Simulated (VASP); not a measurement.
Write the native input for VASP 6.6.1 that does the following.

| Quantity | Value |
| --- | --- |
| Task | single point |
| Functional | PBE |
| Potentials or basis | VASP PAW PBE potentials, release 64 (Ti_sv, Al, N) |
| Cutoff | 520 eV |
| k mesh | 6 × 6 × 2 |
| Occupations | gaussian, width 0.1 eV |
| Spin | collinear spin, ferromagnetic start |
| Starting moments | [1.0, 1.0, 0.0, 0.0, 0.0, 0.0] μB |
| Dipole correction | no |
| Further INCAR settings | ALGO = Normal; EDIFF = 1e-06; NBANDS = 34 |

The structure of Ti2AlN3 lies in POSCAR:

```
Ti2AlN3
1.0
    2.9594850074      0.0000000000      0.0000000000
   -1.4797425037      2.5629891985      0.0000000000
    0.0000000000      0.0000000000      7.3089218372
Ti Al N
2 1 3
Direct
    0.3333333333      0.6666666667      0.1613112273
    0.6666666667      0.3333333333      0.8386887727
    0.0000000000      0.0000000000      0.5000000000
    0.6666666667      0.3333333333      0.3441567580
    0.3333333333      0.6666666667      0.6558432420
    0.0000000000      0.0000000000      0.0000000000
```

One way to write it, as run:

INCAR

```
SYSTEM = Ti2AlN3
ALGO = Normal
EDIFF = 1E-6
ENCUT = 520
GGA = PE
ISIF = 2
ISMEAR = 0
ISPIN = 2
LASPH = .True.
LCHARG = .False.
LMAXMIX = 4
LORBIT = 11
LREAL = .False.
LWAVE = .False.
MAGMOM = 1 1 0 0 0 0
NBANDS = 34
NELM = 150
PREC = Accurate
SIGMA = 0.1
```

KPOINTS

```
k-points
0
Gamma
  6 6 2
  0 0 0
```

Potentials or basis: VASP PAW PBE potentials, release 64 (Ti_sv, Al, N).

Command:

```sh
$ cat potpaw_PBE.64/Ti_sv/POTCAR potpaw_PBE.64/Al/POTCAR potpaw_PBE.64/N/POTCAR > POTCAR
$ mpirun -np 1 vasp_std > vasp.out
```

Results of the run:

The pressure is 0.4 GPa. The largest force is 0.034 eV/Å. The band gap on the k mesh is zero (filled and empty bands overlap) and the net moment is 0.00 μB per cell. The valence electrons inside the program's atomic spheres are Ti 10.40; Al 0.68; N 3.78, 3.79.

Caveat: the k points lie up to 0.43 Å⁻¹ apart.

Wall time 2.7 min on 1 thread of AMD EPYC 7R13, with other jobs on the host, peak memory 0.19 GiB.
